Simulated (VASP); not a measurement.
Wanted: the native input for a VASP 6.6.1 run.

```
Task                   : relaxation of the atoms
Functional             : LDA
Potentials or basis    : VASP PAW LDA potentials, release 64 (K_sv, Cl)
Cutoff                 : 520 eV
k mesh                 : 6 × 6 × 6
Occupations            : gaussian, width 0.01 eV
Spin                   : no spin polarisation
Dipole correction      : no
Further INCAR settings : ALGO = Normal; EDIFF = 1e-06; IBRION = 2; EDIFFG = -0.002; NSW = 50
```

The structure of KCl lies in POSCAR:

```
KCl
1.0
    0.0151966713      3.0469325967      3.0469325967
    3.0469325967      0.0151966713      3.0469325967
    3.0469325967      3.0469325967      0.0151966713
K Cl
1 1
Direct
    0.0000000000      0.0000000000      0.0000000000
    0.5000000000      0.5000000000      0.5000000000
```

This cell differs from its parent crystal: equal xy, yz and zx engineering shears of +0.5 %.

The input as run:

INCAR

```
PREC     = Accurate       # precision mode
ENCUT    = 520            # plane-wave cutoff, eV
EDIFF    = 1E-6           # SCF threshold, eV
ISMEAR   = 0              # smearing method
SIGMA    = 0.01           # smearing width, eV
LREAL    = F              # projectors in reciprocal space
LASPH    = T              # aspherical terms in the spheres
NELM     = 100            # most SCF steps
ALGO     = Normal         # electronic algorithm
ISIF     = 2              # what is computed and relaxed
LWAVE    = F              # write WAVECAR
LCHARG   = F              # write CHGCAR
GGA      = CA             # functional
IBRION   = 2              # ionic algorithm
NSW      = 50             # ionic steps
EDIFFG   = -0.002         # ionic threshold
```

KPOINTS

```
regular mesh
0
Gamma
  6 6 6
```

Potentials or basis: VASP PAW LDA potentials, release 64 (K_sv, Cl).

Run with:

```console
$ cat potpaw_LDA.64/K_sv/POTCAR potpaw_LDA.64/Cl/POTCAR > POTCAR
$ mpirun -np 1 vasp_std > vasp.out
```

It gave:

The pressure after relaxing is 0.1 GPa and the band gap on the k mesh is 5.11 eV.

Caveat: the cell differs from its parent crystal (equal xy, yz and zx engineering shears of +0.5 %).

Run time: 8.6 s on 1 thread of Intel(R) Xeon(R) Platinum 8488C (Sapphire Rapids) (shared host), peak memory 0.16 GiB.
